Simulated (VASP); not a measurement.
## BaTiO3: single point with LDA

The system is BaTiO3.

```xyz
10
Lattice="4.0073 0.0000 0.0000 0.0000 4.0073 0.0000 0.0000 0.0000 8.0146" Properties=species:S:1:pos:R:3 pbc="T T T"
Ba    2.3139    2.3844    1.9229
Ba    2.0570    1.8276    6.1203
Ti    0.1419    4.0001    0.1061
Ti    3.8069    3.8918    4.1558
O     2.2804    3.7093    7.8525
O     1.7205    3.8733    4.0115
O     3.8827    2.3866    7.8876
O     3.8235    1.8548    4.1970
O     3.8544    0.0411    1.7952
O     0.1626    0.0749    6.0314
```

```yaml
Program: VASP 6.6.1
Task: single point
Functional: LDA
Potentials_or_basis: VASP PAW LDA potentials, release 64 (Ba_sv, Ti_sv, O)
Cutoff: 600 eV
k_mesh: 7 × 7 × 4
Occupations: fermi-dirac, width 0.05 eV
Spin: no spin polarisation
```

| Property | Result |
| --- | --- |
| Pressure | 10.0 GPa |
| Largest force | 7.592 eV/Å |
| Band gap on the k mesh | 1.42 eV |

Forces on the atoms (eV/Å):
```
Ba  -2.980 -3.593  0.991
Ba  -0.694  0.557 -0.718
Ti   1.169  2.462 -4.353
Ti   2.149  0.961  2.486
O   -4.195  4.005  0.282
O    1.468 -0.027 -0.499
O    2.906 -6.992  0.545
O   -0.365  0.966 -1.348
O    1.837  2.027  4.245
O   -1.295 -0.364 -1.631
```

Stress tensor (GPa, compression positive):
```
 6.05  2.09 -3.56
 2.09 12.16 -1.13
-3.56 -1.13 11.79
```

Levels at points of the mesh, in eV from the valence-band top:
```
           k point  band 37  band 38  band 39  band 40  band 41  band 42  band 43  band 44
(0.00, 0.00, 0.00)    -1.04    -0.91    -0.64     0.00     1.42     1.69     1.77     2.60
(0.00, 0.00, 0.50)    -1.11    -1.02    -0.79    -0.02     1.43     1.88     2.01     2.58
```

Run time: 25 min on 1 thread of Oxide Virtual Turin-like Processor, on a shared host, peak memory 0.65 GiB.

Caveat: the stress differs along the axes, from 6 to 12 GPa; spin-orbit coupling is left out, which moves the levels of the heavy elements; forces of over 1 eV/Å act on the atoms, so gaps and moduli don't describe the material at rest. A k mesh can miss the band edges.
